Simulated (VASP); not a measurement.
# MgO (Amm2) in VASP: notebook

MgO is run at these levels: LDA; tasks: single point.

Everything below comes from runs of VASP 6.6.1. Logs are shortened: lines on timing, memory, paths and dates and some standing lists are left out, and cuts for length are marked.

## (1) The cell of the first run

It takes space group Amm2 (No. 38, orthorhombic). The conventional cell has a = 2.680 Å, b = 2.938 Å, c = 4.783 Å, α = 90.00°, β = 90.00°, γ = 90.00°. Mg (site symmetry mm2) has 6 O at 2.08 to 2.14 Å and 8 Mg at 2.68 to 2.94 Å within 3.0 Å. Within 3.0 Å of O (site symmetry mm2) lie 6 Mg at 2.08 to 2.14 Å and 8 O at 2.68 to 2.94 Å.

## (2) Single point, LDA (strain -0.0600 x Voigt [0, 1, 0, 0, 0, 0])

Contents of INCAR:

```
  PREC = Accurate
  ENCUT = 840
  EDIFF = 1E-6
  ISMEAR = 0
  SIGMA = 0.05
  LREAL = False
  LASPH = True
  NELM = 120
  ALGO = Normal
  ISIF = 2
  LWAVE = False
  LCHARG = False
  GGA = CA
  NBANDS = 15
  GGA_COMPAT = False
```

Contents of KPOINTS:

```
regular mesh
0
Gamma
  9 9 8
```

Contents of POSCAR:

```
MgO
1.0
    2.9380209034      0.0000000000      0.0000000000
   -1.4690104517      2.3917366948      0.0000000000
    0.0000000000      0.0000000000      2.6796800000
Mg O
1 1
Direct
    0.0000000000      0.0000000000      0.0000000000
    0.3333333333      0.6666666667      0.5000000000
```

Potentials or basis: VASP PAW LDA potentials, release 64 (Mg_sv, O).

The run is started by

```bash
$ cat potpaw_LDA.64/Mg_sv/POTCAR potpaw_LDA.64/O/POTCAR > POTCAR
$ mpirun -np 1 vasp_std > vasp.out
```

OUTCAR:

```text
PREC = Accurate
   ENCUT = 840
   EDIFF = 1E-6
   ISMEAR = 0
   LREAL = False
   LASPH = True
   NELM = 120
   ISIF = 2
   GGA = CA

 ion  position               nearest neighbor table
   1  0.000  0.000  0.000-   2 2.08   2 2.08
   2  0.333  0.667  0.500-   1 2.08   1 2.08

  Warning from LATTYP: Monoclinic adjustment (A1->A3, A2->A1, A3->A2)!
  LATTYP: Found a base centered orthorhombic cell.
 ALAT       =     2.9380209034
 B/A-ratio  =     1.6281277591
 C/A-ratio  =     0.9120697531

  Lattice vectors:

 A1 = (   1.4690104517,  -2.3917366948,   0.0000000000)
 A2 = (   1.4690104517,   2.3917366948,   0.0000000000)
 A3 = (   0.0000000000,   0.0000000000,   2.6796800000)

Analysis of symmetry for initial positions (statically):
=====================================================================
 Subroutine PRICEL returns:
 Original cell was already a primitive cell.

 Routine SETGRP: Setting up the symmetry group for a
 base centered orthorhombic supercell.

 Subroutine GETGRP returns: Found  4 space group operations
 (whereof  4 operations were pure point group operations)
 out of a pool of  8 trial point group operations.

The static configuration has the point symmetry C_2v.

Analysis of symmetry for dynamics (positions and initial velocities):
=====================================================================
 Subroutine PRICEL returns:
 Original cell was already a primitive cell.

 Routine SETGRP: Setting up the symmetry group for a
 base centered orthorhombic supercell.

 Subroutine GETGRP returns: Found  4 space group operations
 (whereof  4 operations were pure point group operations)
 out of a pool of  8 trial point group operations.

The dynamic configuration has the point symmetry C_2v.

 Subroutine INISYM returns: Found  4 space group operations
 (whereof  4 operations are pure point group operations),
 and found     1 'primitive' translations

----------------------------------------------------------------------------------------

                                     Primitive cell

  volume of cell :      18.8300

  direct lattice vectors                    reciprocal lattice vectors
     2.938020903  0.000000000  0.000000000     0.340365175  0.209053112  0.000000000
    -1.469010452  2.391736695  0.000000000     0.000000000  0.418106225  0.000000000
     0.000000000  0.000000000  2.679680000     0.000000000  0.000000000  0.373178887

  length of vectors
     2.938020903  2.806848076  2.679680000     0.399439177  0.418106225  0.373178887

  position of ions in fractional coordinates (direct lattice)
     0.000000000  0.000000000  0.000000000
     0.333333333  0.666666667  0.500000000

  ion indices of the primitive-cell ions
   primitive index   ion index
                 1           1
                 2           2

----------------------------------------------------------------------------------------

 KPOINTS: regular mesh

Automatic generation of k-mesh.
 Grid dimensions read from file:
 generate k-points for:    9    9    8

 Generating k-lattice:

  Cartesian coordinates                     Fractional coordinates (reciprocal lattice)
     0.037818353  0.023228124  0.000000000     0.111111111 -0.000000000  0.000000000
     0.000000000  0.046456247  0.000000000     0.000000000  0.111111111  0.000000000
     0.000000000  0.000000000  0.046647361     0.000000000  0.000000000  0.125000000

  Length of vectors
     0.044382131  0.046456247  0.046647361

  Shift w.r.t. Gamma in fractional coordinates (k-lattice)
     0.000000000  0.000000000  0.000000000

 Subroutine IBZKPT returns following result:
 ===========================================

 Found    125 irreducible k-points:

 Following reciprocal coordinates:
            Coordinates               Weight
  0.000000  0.000000  0.000000      1.000000
  0.111111  0.000000  0.000000      4.000000
  0.222222 -0.000000  0.000000      4.000000
  0.333333  0.000000  0.000000      4.000000
  0.444444 -0.000000  0.000000      4.000000
  0.000000  0.111111  0.000000      2.000000
[... 16 lines left out ...]
  0.333333  0.333333  0.000000      2.000000
  0.000000  0.444444  0.000000      2.000000
 [... further k-points ...]
   k-points           NKPTS =    125   k-points in BZ     NKDIM =    125   number of bands    NBANDS=     15
   number of dos      NEDOS =    301   number of ions     NIONS =      2
   total plane-waves  NPLWV =  21952
   dimension x,y,z NGX =    28 NGY =   28 NGZ =   28
   dimension x,y,z NGXF=    56 NGYF=   56 NGZF=   56
   ions per type =               1   1
   NGX,Y,Z   is equivalent  to a cutoff of  15.84, 16.58, 17.37 a.u.
   NGXF,Y,Z  is equivalent  to a cutoff of  31.69, 33.17, 34.74 a.u.
 SYSTEM =  unknown system
   PREC   = accura    normal or accurate (medium, high low for compatibility)
   ISTART =      0    job   : 0-new  1-cont  2-samecut
   ICHARG =      2    charge: 1-file 2-atom 10-const
   ISPIN  =      1    spin polarized calculation?
   LNONCOLLINEAR =      F non collinear calculations
   LSORBIT =      F    spin-orbit coupling
   LASPH  =      T    aspherical Exc in radial PAW
   ENCUT  =  840.0 eV  61.74 Ry    7.86 a.u.   6.94  6.63  6.33*2*pi/ulx,y,z
   NELM   =    120;   NELMIN=  2; NELMDL= -5     # of ELM steps
   EDIFF  = 0.1E-05   stopping-criterion for ELM
   LREAL  =      F    real-space projection
   EDIFFG = 0.1E-04   stopping-criterion for IOM
   NSW    =      0    number of steps for IOM
   IBRION =     -1    ionic relax: 0-MD 1-quasi-New 2-CG
   NFREE  =      0    steps in history (QN), initial steepest desc. (CG)
   ISIF   =      2    stress and relaxation
   ISYM   =      2    0-nonsym 1-usesym 2-fastsym
   POTIM  = 0.5000    time-step for ionic-motion
   TEBEG  =    0.0;   TEEND  =   0.0 temperature during run
   PSTRESS=    0.0 pullay stress
   NELECT =      16.0000    total number of electrons
   NUPDOWN=      -1.0000    fix difference up-down
   EMIN   =  10.00;   EMAX   =-10.00  energy-range for DOS
   EFERMI =   0.00;   METHOD = LEGACY
   ISMEAR =     0;   SIGMA  =   0.05  broadening in eV -4-tet -1-fermi 0-gaus
   EFERMI_NEDOS =   21; number of points for ismear=-14 and -15
   IALGO  =     38    algorithm
   IMIX   =      4    mixing-type and parameters
     AMIX     =   0.40;   BMIX     =  1.00
     AMIX_MAG =   1.60;   BMIX_MAG =  1.00
  volume/ion in A,a.u.               =       9.42        63.54
  Fermi-wavevector in a.u.,A,eV,Ry     =   1.550593  2.930196 32.713005  2.404338
  Thomas-Fermi vector in A             =   2.655234
   LORBIT       =      0    0 simple, 1 ext, 2 COOP (PROOUT), +10 PAW based schemes
   GGA     = CA    functional components
   LHFCALC =     F    Hartree Fock is set to
   AEXX    =    0.0000 exact exchange contribution
   IVDW    =     0    specifies the selected vdW correction
   LEPSILON=     F    determine dielectric tensor
   LRPA    =     F    only Hartree local field effects (RPA)
 non-spin polarized calculation
 Gauss-broadening in eV      SIGMA  =   0.05
  energy-cutoff  :      840.00
  volume of cell :       18.83
 maximum number of plane-waves:      1056
   NGX = 13   NGY = 13   NGZ = 13

 number of electron      16.0000010 magnetization

 Free energy of the ion-electron system (eV)
  ---------------------------------------------------
  ext. energy  EPLUGINS =         0.00000000
  ---------------------------------------------------
  free energy    TOTEN  =       -12.48540938 eV

  energy without entropy =      -12.48540938  energy(sigma->0) =      -12.48540938

 E-fermi :   3.7651     XC(G=0): -11.8703

 val. band max:        3.3220472370   @ k =   0.0000   0.0000   0.5000
 cond. band min:       6.5076748581   @ k =   0.0000   0.0000   0.0000
 fundamental gap:      3.1856276211
 Fermi energy:         3.7650868636

 k-point     1 :       0.0000    0.0000    0.0000
  band No.  band energies     occupation
      1     -69.0697      2.00000
      2     -36.5422      2.00000
      3     -36.5378      2.00000
      4     -36.4700      2.00000
      5     -14.2833      2.00000
      6       2.4760      2.00000
      7       2.5492      2.00000
      8       2.8767      2.00000
      9       6.5077      0.00000
     10      14.8456      0.00000
     11      18.7097      0.00000
     12      20.3205      0.00000
     13      23.8477      0.00000
     14      24.0772      0.00000
     15      25.4474      0.00000

 k-point     2 :       0.1111    0.0000    0.0000
  band No.  band energies     occupation
      1     -69.0685      2.00000
      2     -36.5520      2.00000
      3     -36.5421      2.00000
      4     -36.4686      2.00000
      5     -14.1558      2.00000
      6       1.7870      2.00000
      7       2.5201      2.00000
      8       2.7193      2.00000
      9       7.2261      0.00000
     10      15.0410      0.00000
     11      17.7781      0.00000
     12      20.3070      0.00000
     13      23.8056      0.00000
     14      24.7384      0.00000
     15      26.2929      0.00000

 k-point     3 :       0.2222   -0.0000    0.0000
  band No.  band energies     occupation
      1     -69.0653      2.00000
      2     -36.5819      2.00000
      3     -36.5479      2.00000
      4     -36.4652      2.00000
      5     -13.8136      2.00000
      6       0.2640      2.00000
      7       2.4994      2.00000
      8       2.6350      2.00000
      9       8.4863      0.00000
     10      14.9285      0.00000
     11      16.8016      0.00000
     12      20.9850      0.00000
     13      23.0761      0.00000
     14      24.3211      0.00000
     15      27.7744      0.00000
[... 343 lines left out ...]
 k-point    23 :       0.3333    0.3333    0.0000
  band No.  band energies     occupation
      1     -69.0565      2.00000
      2     -36.6241      2.00000
      3     -36.5999      2.00000
      4     -36.4557      2.00000
      5     -12.8020      2.00000
      6      -0.7323      2.00000
      7      -0.6209      2.00000
      8       2.9628      2.00000
      9      11.7775      0.00000
     10      14.7747      0.00000
     11      15.3351      0.00000
     12      22.1896      0.00000
     13      23.0894      0.00000
     14      24.3439      0.00000
     15      25.2531      0.00000

 k-point    24 :       0.0000    0.4444    0.0000
  band No.  band energies     occupation
      1     -69.0563      2.00000
      2     -36.6526      2.00000
      3     -36.5676      2.00000
      4     -36.4559      2.00000
      5     -12.9109      2.00000
      6      -1.7389      2.00000
      7       1.5995      2.00000
      8       2.9370      2.00000
      9       9.5720      0.00000
     10      14.4341      0.00000
     11      16.4656      0.00000
     12      20.9067      0.00000
     13      22.0854      0.00000
     14      25.8795      0.00000
     15      27.5637      0.00000

 [... further k-points ...]

------------------------ aborting loop because EDIFF is reached ----------------------------------------

  FORCE on cell =-STRESS in cart. coord.  units (eV):
  Direction    XX          YY          ZZ          XY          YZ          ZX
  --------------------------------------------------------------------------------------
  -------------------------------------------------------------------------------------
  Total       -0.3306075      1.4376827     -1.3908210      0.0000000      0.0000000      0.0000000
  in kB      -28.1301573    122.3270378   -118.3397482      0.0000000      0.0000000      0.0000000
  external PRESSURE =      -8.0476226 kB  Pullay stress =       0.0000000 kB

 VOLUME and BASIS-vectors are now :
 -----------------------------------------------------------------------------
  energy-cutoff  :      840.00
  volume of cell :       18.83
      direct lattice vectors                 reciprocal lattice vectors
     2.938020903  0.000000000  0.000000000     0.340365175  0.209053112  0.000000000
    -1.469010452  2.391736695  0.000000000     0.000000000  0.418106225  0.000000000
     0.000000000  0.000000000  2.679680000     0.000000000  0.000000000  0.373178887

 POSITION                                       TOTAL-FORCE (eV/Angst)
 -----------------------------------------------------------------------------------
      0.00000      0.00000      0.00000         0.000000     -0.072838      0.000000
     -0.00000      1.59449      1.33984        -0.000000      0.072838      0.000000
 -----------------------------------------------------------------------------------
    total drift:                                0.000000      0.001040      0.000000

  FREE ENERGIE OF THE ION-ELECTRON SYSTEM (eV)
  ---------------------------------------------------
  free  energy   TOTEN  =       -12.4854093774 eV

  energy  without entropy=      -12.4854093774  energy(sigma->0) =      -12.48540938
```

Wall time 70 s (1 thread of AMD EPYC 7R13 (Zen 3), shared host); peak memory 0.15 GiB.

What came out:

- Free energy: -12.4854 eV
- Pressure: -0.8 GPa
- Largest force: 0.073 eV/Å
- Band gap on the k mesh: 3.19 eV (least direct gap 3.63 eV)

Forces in eV/Å, atoms in the order of the input:
```
Mg   0.000 -0.073  0.000
O    0.000  0.073  0.000
```

Stress tensor (GPa, compression positive):
```
 -2.81   0.00   0.00
  0.00  12.23   0.00
  0.00   0.00 -11.83
```

Caveat: the cell differs from its parent crystal (strain -0.0600 x Voigt [0, 1, 0, 0, 0, 0]); the stress differs along the axes, from -12 to 12 GPa. A k mesh can miss the band edges.

## (3) Single point, LDA (strain +0.0450 x Voigt [0, 1, 0, 0, 0, 0])

Contents of INCAR:

```
  ALGO = Normal
  EDIFF = 1E-6
  ENCUT = 840
  GGA_COMPAT = F
  ISIF = 2
  ISMEAR = 0
  LASPH = T
  LCHARG = T
  LELF = T
  LREAL = F
  LVHAR = T
  LWAVE = F
  NBANDS = 15
  NELM = 120
  PREC = Accurate
  SIGMA = 0.05
```

Contents of KPOINTS:

```
k-points
0
Gamma
  9 9 8
```

Contents of POSCAR:

```
MgO
1.0
    2.9380209034      0.0000000000      0.0000000000
   -1.4690104517      2.6588987725      0.0000000000
    0.0000000000      0.0000000000      2.6796800000
Mg O
1 1
Direct
    0.0000000000      0.0000000000      0.0000000000
    0.3333333333      0.6666666667      0.5000000000
```

Potentials or basis: VASP PAW LDA potentials, release 64 (Mg_sv, O).

The run is started by

```bash
$ cat potpaw_LDA.64/Mg_sv/POTCAR potpaw_LDA.64/O/POTCAR > POTCAR
$ mpirun -np 1 vasp_std > vasp.out
```

OUTCAR:

```text
EDIFF = 1E-6
   ENCUT = 840
   ISIF = 2
   ISMEAR = 0
   LASPH = T
   LREAL = F
   NELM = 120
   PREC = Accurate

 ion  position               nearest neighbor table
   1  0.000  0.000  0.000-
   2  0.333  0.667  0.500-

  LATTYP: Found a base centered orthorhombic cell.
 ALAT       =     2.9380209034
 B/A-ratio  =     1.8099930939
 C/A-ratio  =     0.9120697531

  Lattice vectors:

 A1 = (   1.4690104517,  -2.6588987725,   0.0000000000)
 A2 = (   1.4690104517,   2.6588987725,   0.0000000000)
 A3 = (   0.0000000000,   0.0000000000,   2.6796800000)

Analysis of symmetry for initial positions (statically):
=====================================================================
 Subroutine PRICEL returns:
 Original cell was already a primitive cell.

 Routine SETGRP: Setting up the symmetry group for a
 base centered orthorhombic supercell.

 Subroutine GETGRP returns: Found  4 space group operations
 (whereof  4 operations were pure point group operations)
 out of a pool of  8 trial point group operations.

The static configuration has the point symmetry C_2v.

[... 173 lines left out ...]
      5     -14.5384      2.00000
      6       1.5934      2.00000
      7       1.8378      2.00000
      8       2.1954      2.00000
      9       5.0485      0.00000
     10      13.9961      0.00000
     11      16.6171      0.00000
     12      17.5402      0.00000
     13      21.4278      0.00000
     14      22.7361      0.00000
[... 401 lines left out ...]
      2     -37.6253      2.00000
      3     -37.5880      2.00000
      4     -37.5250      2.00000
      5     -13.6572      2.00000
      6      -2.3836      2.00000
      7       1.2820      2.00000
      8       2.4708      2.00000
      9       8.8219      0.00000
     10      12.0009      0.00000
     11      15.2487      0.00000
     12      19.6199      0.00000
     13      20.9179      0.00000
     14      23.2573      0.00000
     15      26.9309      0.00000

 [... further k-points ...]

------------------------ aborting loop because EDIFF is reached ----------------------------------------

  FORCE on cell =-STRESS in cart. coord.  units (eV):
  Direction    XX          YY          ZZ          XY          YZ          ZX
  --------------------------------------------------------------------------------------
  -------------------------------------------------------------------------------------
  Total       -1.4694393     -2.7262304     -1.0142923      0.0000000      0.0000000      0.0000000
  in kB     -112.4663549   -208.6572665    -77.6308084      0.0000000      0.0000000      0.0000000
  external PRESSURE =    -132.9181432 kB  Pullay stress =       0.0000000 kB

 VOLUME and BASIS-vectors are now :
 -----------------------------------------------------------------------------
  energy-cutoff  :      840.00
  volume of cell :       20.93
      direct lattice vectors                 reciprocal lattice vectors
     2.938020903  0.000000000  0.000000000     0.340365175  0.188047776  0.000000000
    -1.469010452  2.658898773  0.000000000     0.000000000  0.376095551  0.000000000
     0.000000000  0.000000000  2.679680000     0.000000000  0.000000000  0.373178887

 POSITION                                       TOTAL-FORCE (eV/Angst)
 -----------------------------------------------------------------------------------
      0.00000      0.00000      0.00000         0.000000     -0.068115      0.000000
     -0.00000      1.77260      1.33984         0.000000      0.068115      0.000000
 -----------------------------------------------------------------------------------
    total drift:                               -0.000001     -0.000799     -0.000000

  FREE ENERGIE OF THE ION-ELECTRON SYSTEM (eV)
  ---------------------------------------------------
  free  energy   TOTEN  =       -12.4171507543 eV

  energy  without entropy=      -12.4171507543  energy(sigma->0) =      -12.41715075
```

OSZICAR:

```text
N       E                     dE             d eps       ncg     rms          rms(c)
DAV:   1     0.155399451597E+03    0.15540E+03   -0.13357E+04  3750   0.173E+03
DAV:   2    -0.831689429058E+01   -0.16372E+03   -0.15403E+03  4562   0.423E+02
DAV:   3    -0.141246830411E+02   -0.58078E+01   -0.57801E+01  4911   0.776E+01
DAV:   4    -0.142093098494E+02   -0.84627E-01   -0.84622E-01  4324   0.938E+00
DAV:   5    -0.142107102396E+02   -0.14004E-02   -0.14004E-02  4800   0.102E+00    0.869E+00
DAV:   6    -0.125208292819E+02    0.16899E+01   -0.25360E+00  3848   0.153E+01    0.304E+00
DAV:   7    -0.124586846519E+02    0.62145E-01   -0.14947E-01  4191   0.349E+00    0.175E+00
DAV:   8    -0.124181975259E+02    0.40487E-01   -0.65410E-02  4639   0.242E+00    0.364E-01
DAV:   9    -0.124170986049E+02    0.10989E-02   -0.42544E-03  4212   0.583E-01    0.100E-01
DAV:  10    -0.124171728228E+02   -0.74218E-04   -0.19858E-04  4541   0.212E-01    0.548E-02
DAV:  11    -0.124171509069E+02    0.21916E-04   -0.36553E-05  4366   0.788E-02    0.339E-03
DAV:  12    -0.124171507543E+02    0.15252E-06   -0.14974E-06  4128   0.167E-02
   1 F= -.12417151E+02 E0= -.12417151E+02  d E =-.180751E-30
```

stdout:

```text
POSCAR found type information on POSCAR MgO
 POSCAR found :  2 types and       2 ions
 scaLAPACK will be used
 LDA part: xc-table for (Slater(with rela. corr.)+CA(PZ))
 , standard interpolation
 POSCAR, INCAR and KPOINTS ok, starting setup
 FFT: planning ... GRIDC
 FFT: planning ... GRID_SOFT
 FFT: planning ... GRID
 WAVECAR not read
 entering main loop
```

Run time: 40 s. Hardware: 1 thread of Intel Xeon Platinum 8488C (Sapphire Rapids), shared host; peak memory 0.19 GiB.

Results:

```yaml
Free_energy: -12.4172 eV
Pressure: -13.3 GPa
Largest_force: 0.068 eV/Å
Band_gap_on_the_k_mesh: 2.50 eV (least direct gap 2.85 eV)
```

Forces in eV/Å, atoms in the order of the input:
```
Mg   0.000 -0.068  0.000
O    0.000  0.068  0.000
```

Levels at points of the mesh, in eV from the valence-band top:
```csv
k point,band 5,band 6,band 7,band 8,band 9,band 10,band 11,band 12
"(0.00, 0.00, 0.00)",-17.09,-0.96,-0.71,-0.36,2.50,11.44,14.07,14.99
"(0.00, 0.00, 0.50)",-15.97,-5.30,-0.39,-0.20,7.49,8.50,16.25,17.19
```

Caveat: the cell differs from its parent crystal (strain +0.0450 x Voigt [0, 1, 0, 0, 0, 0]); the stress differs along the axes, from -21 to -8 GPa. A k mesh can miss the band edges.
